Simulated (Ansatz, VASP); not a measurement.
One calculation of Ru, two programs

```
Ru
1.0
     4.28931    0.00000    0.00000
    -2.14466    3.71465    0.00000
     0.00000    0.00000    2.65223
Ru
3
Direct
  0.00000 0.00000 0.00000
  0.33333 0.66667 0.50000
  0.66667 0.33333 0.50000
```

Alike in both runs: task single point; functional r2SCAN; k mesh 6 × 6 × 6; occupations gaussian, width 0.1 eV; no spin polarisation.

|  | VASP | Ansatz |
| --- | --- | --- |
| version | VASP 6.6.1 | Ansatz 0.2.0 |
| potentials or method | VASP PAW PBE potentials, release 64 (Ru_pv), cutoff 520 eV | scalar-relativistic, plane waves, PAW |
| valence electrons in the cell | 42 | 48 |

|  | VASP | Ansatz | Ansatz less VASP |
| --- | --- | --- | --- |
| gap on the k mesh at the Fermi level (eV) | none | none | - |
| pressure (GPa) | -4.4 | -5.7 | -1.29 |
| traceless stress, the component that is largest in VASP (GPa) | 4.40 | 4.54 | +0.139 |

VASP's potentials were made for PBE, not for r2SCAN. A gap of «none» marks a metal or a gap that the smearing closes. VASP's potentials hold 42 valence electrons a cell and Ansatz's 48, so a difference there can come from the potentials and not from the codes.

The k mesh is coarse, so the values compare programs but aren't converged.
